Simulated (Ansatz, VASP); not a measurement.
## One calculation of RbIr, two programs

```
Rb Ir
1.0
     3.80792    0.00000    0.00000
     0.00000    3.80792    0.00000
     0.00000    0.00000    3.80792
Rb Ir
1 1
Direct
  0.00000 0.00000 0.00000
  0.50000 0.50000 0.50000
```

Alike in both runs: task single point; functional PBE; k mesh 9 × 9 × 9; occupations fermi-dirac, width 0.05 eV; no spin polarisation.

```csv
,VASP,Ansatz
version,VASP 6.6.1,Ansatz 0.2.0
potentials or method,"VASP PAW PBE potentials, release 64 (Rb_sv, Ir), cutoff 520 eV","all-electron LAPW, scalar-relativistic"
```

```tsv
	VASP	Ansatz	Ansatz less VASP
pressure (GPa)	0.1	0.0	-0.12
```

Ansatz ran all-electron here, and VASP with PAW potentials.

Spin-orbit coupling is off throughout.
